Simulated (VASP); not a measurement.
# HfAl3N (Pm-3m) in VASP: further runs, part 2 of 2

VASP 6.6.1.

### 4 Relaxation of cell and atoms, PBE

Input file INCAR:

```
SYSTEM = HfAl3N
PREC     = Accurate       ! precision mode
ENCUT    = 600            ! plane-wave cutoff, eV
EDIFF    = 1E-6           ! SCF threshold, eV
ISMEAR   = 0              ! smearing method
SIGMA    = 0.1            ! smearing width, eV
LREAL    = .FALSE.        ! projectors in reciprocal space
LASPH    = .TRUE.         ! aspherical terms in the spheres
NELM     = 100            ! most SCF steps
ALGO     = Normal         ! electronic algorithm
ISIF     = 3              ! what is computed and relaxed
LWAVE    = .FALSE.        ! write WAVECAR
LCHARG   = .FALSE.        ! write CHGCAR
GGA      = PE             ! functional
IBRION   = 2              ! ionic algorithm
NSW      = 90             ! ionic steps
EDIFFG   = -0.04          ! ionic threshold
```

Input file KPOINTS:

```
regular mesh
0
G
  4 4 4
  0 0 0
```

Input file POSCAR:

```
HfAl3N
1.0
    4.0934820700      0.0000000000      0.0000000000
    0.0000000000      4.0934820700      0.0000000000
    0.0000000000      0.0000000000      4.0934820700
Hf Al N
1 3 1
Direct
    0.0000000000      0.0000000000      0.0000000000
    0.0000000000      0.5000000000      0.5000000000
    0.5000000000      0.0000000000      0.5000000000
    0.5000000000      0.5000000000      0.0000000000
    0.5000000000      0.5000000000      0.5000000000
```

Potentials or basis: VASP PAW PBE potentials, release 64 (Hf_pv, Al, N).

The run is started by

```sh
$ cat potpaw_PBE.64/Hf_pv/POTCAR potpaw_PBE.64/Al/POTCAR potpaw_PBE.64/N/POTCAR > POTCAR
$ mpirun -np 1 vasp_std > vasp.out
```

OUTCAR:

```text
SYSTEM = HfAl3N
   PREC = Accurate
   ENCUT = 600
   EDIFF = 1E-6
   ISMEAR = 0
   LREAL = .FALSE.
   LASPH = .TRUE.
   NELM = 100
   ISIF = 3
   GGA = PE
   IBRION = 2
   NSW = 90
   EDIFFG = -0.04

 ion  position               nearest neighbor table
   1  0.000  0.000  0.000-   2 2.89   3 2.89   4 2.89   2 2.89   3 2.89   2 2.89   4 2.89   2 2.89
                             3 2.89   4 2.89   3 2.89   4 2.89
   2  0.000  0.500  0.500-   5 2.05   5 2.05   4 2.89   1 2.89   1 2.89   4 2.89   1 2.89   3 2.89
                             1 2.89   3 2.89   4 2.89   3 2.89   4 2.89   3 2.89
   3  0.500  0.000  0.500-   5 2.05   5 2.05   4 2.89   1 2.89   1 2.89   4 2.89   2 2.89   4 2.89
                             2 2.89   4 2.89   1 2.89   2 2.89   1 2.89   2 2.89
   4  0.500  0.500  0.000-   5 2.05   5 2.05   3 2.89   1 2.89   2 2.89   3 2.89   2 2.89   1 2.89
                             3 2.89   3 2.89   1 2.89   2 2.89   2 2.89   1 2.89
   5  0.500  0.500  0.500-   2 2.05   3 2.05   4 2.05   4 2.05   3 2.05   2 2.05

  LATTYP: Found a simple cubic cell.
 ALAT       =     4.0934820700

  Lattice vectors:

 A1 = (   4.0934820700,   0.0000000000,   0.0000000000)
 A2 = (   0.0000000000,   4.0934820700,   0.0000000000)
 A3 = (   0.0000000000,   0.0000000000,   4.0934820700)

Analysis of symmetry for initial positions (statically):
=====================================================================
 Subroutine PRICEL returns:
 Original cell was already a primitive cell.

 Routine SETGRP: Setting up the symmetry group for a
 simple cubic supercell.

 Subroutine GETGRP returns: Found 48 space group operations
 (whereof 48 operations were pure point group operations)
 out of a pool of 48 trial point group operations.

The static configuration has the point symmetry O_h .

Analysis of symmetry for dynamics (positions and initial velocities):
=====================================================================
 Subroutine PRICEL returns:
 Original cell was already a primitive cell.

 Routine SETGRP: Setting up the symmetry group for a
 simple cubic supercell.

 Subroutine GETGRP returns: Found 48 space group operations
 (whereof 48 operations were pure point group operations)
[... 105 lines left out ...]
   NUPDOWN=      -1.0000    fix difference up-down
   EMIN   =  10.00;   EMAX   =-10.00  energy-range for DOS
   EFERMI =   0.00;   METHOD = LEGACY
   ISMEAR =     0;   SIGMA  =   0.10  broadening in eV -4-tet -1-fermi 0-gaus
   EFERMI_NEDOS =   21; number of points for ismear=-14 and -15
   IALGO  =     38    algorithm
   IMIX   =      4    mixing-type and parameters
     AMIX     =   0.40;   BMIX     =  1.00
     AMIX_MAG =   1.60;   BMIX_MAG =  1.00
  volume/ion in A,a.u.               =      13.72        92.58
  Fermi-wavevector in a.u.,A,eV,Ry     =   1.153592  2.179973 18.106296  1.330775
  Thomas-Fermi vector in A             =   2.290235
   LORBIT       =      0    0 simple, 1 ext, 2 COOP (PROOUT), +10 PAW based schemes
   GGA     = PE    functional components
   LHFCALC =     F    Hartree Fock is set to
   AEXX    =    0.0000 exact exchange contribution
   IVDW    =     0    specifies the selected vdW correction
   LEPSILON=     F    determine dielectric tensor
   LRPA    =     F    only Hartree local field effects (RPA)
 conjugate gradient relaxation of ions
 non-spin polarized calculation
 Gauss-broadening in eV      SIGMA  =   0.10
  energy-cutoff  :      600.00
  volume of cell :       68.59
 maximum number of plane-waves:      2320
 NGX is ok and might be reduce to    36
   NGX = 17   NGY = 17   NGZ = 17

--------------------------------------- Ionic step        1  -------------------------------------------

 number of electron      23.9999999 magnetization

 Free energy of the ion-electron system (eV)
  ---------------------------------------------------
  ext. energy  EPLUGINS =         0.00000000
  ---------------------------------------------------
  free energy    TOTEN  =       -29.30315021 eV

  energy without entropy =      -29.28291841  energy(sigma->0) =      -29.29303431

------------------------ aborting loop because EDIFF is reached ----------------------------------------

  FORCE on cell =-STRESS in cart. coord.  units (eV):
  Direction    XX          YY          ZZ          XY          YZ          ZX
  --------------------------------------------------------------------------------------
  -------------------------------------------------------------------------------------
  Total        3.7381021      3.7381021      3.7381021     -0.0000000     -0.0000000     -0.0000000
  in kB       87.3138362     87.3138362     87.3138362     -0.0000000     -0.0000000     -0.0000000
  external PRESSURE =      87.3138362 kB  Pullay stress =       0.0000000 kB
[... 65 lines left out ...]
--------------------------------------- Ionic step        3  -------------------------------------------

 number of electron      24.0000004 magnetization

 Free energy of the ion-electron system (eV)
  ---------------------------------------------------
  ext. energy  EPLUGINS =         0.00000000
  ---------------------------------------------------
  free energy    TOTEN  =       -29.41839820 eV

  energy without entropy =      -29.40069676  energy(sigma->0) =      -29.40954748

 E-fermi :   7.4042     XC(G=0): -10.9797

 val. band max:        7.2893784979   @ k =   0.5000   0.2500   0.2500
 cond. band min:       7.4449652782   @ k =   0.5000   0.2500   0.2500
 fundamental gap:      0.1555867803
 Fermi energy:         7.4042033673

 k-point     1 :       0.0000    0.0000    0.0000
  band No.  band energies     occupation
      1     -22.7925      2.00000
      2     -22.7925      2.00000
      3     -22.7925      2.00000
      4      -8.5410      2.00000
      5       0.4270      2.00000
      6       1.7842      2.00000
[... 211 lines left out ...]
  FREE ENERGIE OF THE ION-ELECTRON SYSTEM (eV)
  ---------------------------------------------------
  free  energy   TOTEN  =       -29.4183981991 eV

  energy  without entropy=      -29.4006967577  energy(sigma->0) =      -29.40954748

 reached required accuracy - stopping structural energy minimisation
```

Run time: 30 s. Hardware: 1 thread of Intel Xeon 6975P-C (Granite Rapids), shared host; peak memory 0.21 GiB.

Results:

- Free energy: -29.4184 eV
- Relaxed volume: 14.61 Å³/atom
- Relaxed cell: a = 4.181 Å, b = 4.181 Å, c = 4.181 Å, α = 90.00°, β = 90.00°, γ = 90.00°
- Space group after relaxing (to 0.05 Å): Pm-3m (No. 221)
- Energy gained by relaxing: 23.0 meV/atom
- Ionic steps: 3
- Pressure after relaxing: 0.0 GPa
- Band gap on the k mesh: zero (band 12 reaches 8.51 eV, above the bottom of band 13 at 7.14 eV)

Step by step:
| step | energy change (eV) | largest force (eV/Å) | pressure (GPa) | volume (Å³) |
| --- | --- | --- | --- | --- |
| 1 | 0.0000 | 0.0000 | 8.73 | 68.59 |
| 2 | -0.0654 | 0.0000 | -4.69 | 76.29 |
| 3 | -0.1152 | 0.0000 | -0.02 | 73.07 |

Final structure:
```yaml
crystal:
  lattice:
    - [4.18060, 0.00000, 0.00000]
    - [0.00000, 4.18060, 0.00000]
    - [0.00000, 0.00000, 4.18060]
  atoms:
    - { symbol: Hf, position: [0.00000, 0.00000, 0.00000] }
    - { symbol: Al, position: [0.00000, 0.50000, 0.50000] }
    - { symbol: Al, position: [0.50000, 0.00000, 0.50000] }
    - { symbol: Al, position: [0.50000, 0.50000, 0.00000] }
    - { symbol: N, position: [0.50000, 0.50000, 0.50000] }
```

Caveat: the k points lie up to 0.38 Å⁻¹ apart in the final cell; spin-orbit coupling is left out, which moves the levels of the heavy elements.

### 5 Single point, PBE

This run uses another cell than the first one, of 14.69 Å³/atom, 1.071 times its volume.

Input file INCAR:

```
ALGO = Normal
EDIFF = 1E-7
ENCUT = 520
GGA = PE
ISIF = 2
ISMEAR = 0
LASPH = T
LCHARG = F
LREAL = F
LWAVE = F
NBANDS = 20
NELM = 60
PREC = Accurate
SIGMA = 0.1
```

Input file KPOINTS:

```
k-points
0
Gamma
  10 10 10
```

Changes to POSCAR since step 4:

```diff
@@ -2,5 +2,5 @@
 1.0
-    4.0934820700      0.0000000000      0.0000000000
-    0.0000000000      4.0934820700      0.0000000000
-    0.0000000000      0.0000000000      4.0934820700
+    4.1875244015      0.0000000000      0.0000000000
+    0.0000000000      4.1875244015      0.0000000000
+    0.0000000000      0.0000000000      4.1875244015
 Hf Al N
```

The run is started by

```sh
$ cat potpaw_PBE.64/Hf_pv/POTCAR potpaw_PBE.64/Al/POTCAR potpaw_PBE.64/N/POTCAR > POTCAR
$ mpirun -np 1 vasp_std > vasp.out
```

It took 46 s on 1 thread of Intel Xeon 6975P-C (Granite Rapids), shared host; peak memory 0.22 GiB.

The run converged. Its results:

- Free energy: -29.3382 eV
- Pressure: 0.0 GPa
- Band gap on the k mesh: zero (band 12 reaches 8.43 eV, above the bottom of band 13 at 6.95 eV)

Levels at points of the mesh, in eV from the Fermi level:
```csv
k point,band 8,band 9,band 10,band 11,band 12,band 13,band 14,band 15,band 16,band 17
"(0.00, 0.00, 0.00)",-5.56,-3.08,-3.08,1.03,1.03,1.03,2.44,2.44,2.44,4.78
"(0.50, 0.00, 0.00)",-4.31,-1.89,-1.79,0.19,0.46,0.46,0.85,0.85,1.49,1.96
"(0.50, 0.50, 0.00)",-4.84,-3.25,-1.02,-1.02,-0.25,-0.25,1.72,2.70,4.42,4.42
"(0.50, 0.50, 0.50)",-2.81,-2.81,-2.81,-0.34,0.08,0.08,0.08,2.91,2.91,4.48
```

Caveat: spin-orbit coupling is left out, which moves the levels of the heavy elements.

### 6 Relaxation of cell and atoms, PBE

This run uses another cell than the first one, of 14.59 Å³/atom, 1.063 times its volume.

Input file INCAR:

```
  ALGO = Normal
  EDIFF = 1E-7
  EDIFFG = -0.01
  ENCUT = 600
  GGA = PE
  IBRION = 2
  ISIF = 3
  ISMEAR = 0
  LASPH = True
  LCHARG = False
  LREAL = False
  LWAVE = False
  NELM = 80
  NSW = 100
  PREC = Accurate
  SIGMA = 0.1
```

KPOINTS is that of step 5.

Changes to POSCAR since step 5:

```diff
@@ -2,5 +2,5 @@
 1.0
-    4.1875244015      0.0000000000      0.0000000000
-    0.0000000000      4.1875244015      0.0000000000
-    0.0000000000      0.0000000000      4.1875244015
+    4.1780834095      0.0000000000      0.0000000000
+    0.0000000000      4.1780834095      0.0000000000
+    0.0000000000      0.0000000000      4.1780834095
 Hf Al N
```

Potentials or basis: VASP PAW PBE potentials, release 64 (Hf_pv, Al, N).

The run is started by

```sh
$ cat potpaw_PBE.64/Hf_pv/POTCAR potpaw_PBE.64/Al/POTCAR potpaw_PBE.64/N/POTCAR > POTCAR
$ mpirun -np 1 vasp_std > vasp.out
```

Wall time 2.2 min (1 thread of Intel Xeon 6975P-C (Granite Rapids), shared host); peak memory 0.27 GiB.

It converged, with:

* Free energy: -29.3400 eV
* Relaxed volume: 14.69 Å³/atom
* Relaxed cell: a = 4.188 Å, b = 4.188 Å, c = 4.188 Å, α = 90.00°, β = 90.00°, γ = 90.00°
* Space group after relaxing (to 0.05 Å): Pm-3m (No. 221)
* Energy gained by relaxing: 0.2 meV/atom
* Ionic steps: 3
* Pressure after relaxing: 0.0 GPa
* Band gap on the k mesh: zero (band 12 reaches 8.43 eV, above the bottom of band 13 at 6.95 eV)

The path:
```csv
step,energy change (eV),largest force (eV/Å),pressure (GPa),volume (Å³)
1,0.0000,0.0000,0.80,72.93
2,-0.0009,0.0000,-0.43,73.71
3,-0.0012,0.0000,0.00,73.43
```

Final structure:
```yaml
crystal:
  lattice:
    - [4.18755, 0.00000, 0.00000]
    - [0.00000, 4.18755, 0.00000]
    - [0.00000, 0.00000, 4.18755]
  atoms:
    - { symbol: Hf, position: [0.00000, 0.00000, 0.00000] }
    - { symbol: Al, position: [0.00000, 0.50000, 0.50000] }
    - { symbol: Al, position: [0.50000, 0.00000, 0.50000] }
    - { symbol: Al, position: [0.50000, 0.50000, 0.00000] }
    - { symbol: N, position: [0.50000, 0.50000, 0.50000] }
```

Levels at points of the mesh, in eV from the Fermi level:
| k point | band 10 | band 11 | band 12 | band 13 | band 14 | band 15 |
| --- | --- | --- | --- | --- | --- | --- |
| (0.00, 0.00, 0.00) | -3.08 | 1.03 | 1.03 | 1.03 | 2.44 | 2.44 |
| (0.50, 0.00, 0.00) | -1.79 | 0.19 | 0.46 | 0.46 | 0.85 | 0.85 |
| (0.50, 0.50, 0.00) | -1.02 | -1.02 | -0.25 | -0.25 | 1.72 | 2.70 |
| (0.50, 0.50, 0.50) | -2.81 | -0.34 | 0.08 | 0.08 | 0.08 | 2.91 |

Caveat: spin-orbit coupling is left out, which moves the levels of the heavy elements.

### 7 Overview

```csv
task,cell,k mesh,cutoff (eV),gap on the mesh (eV),pressure (GPa),relaxed volume (Å³/atom)
single point,"a = 4.093 Å, 5 atoms",4 × 4 × 4,520,none,8.8,-
single point,"a = 4.178 Å, 5 atoms",4 × 4 × 4,520,none,0.2,-
relaxation of cell and atoms,"relaxed from a = 4.093 Å, 5 atoms",4 × 4 × 4,600,none,0.0,14.61
single point,"a = 4.188 Å, 5 atoms",10 × 10 × 10,520,none,0.0,-
relaxation of cell and atoms,"relaxed from a = 4.178 Å, 5 atoms",10 × 10 × 10,600,none,0.0,14.69
```

Alike in all rows: level PBE; potentials or basis VASP PAW PBE potentials, release 64 (Hf_pv, Al, N); no spin polarisation; smearing gaussian 0.1 eV.

Caveats: some runs use coarse meshes; spin-orbit coupling is left out, which moves the levels of the heavy elements.

Total energies depend on the potentials used, so only differences within one code and one set of settings carry meaning.
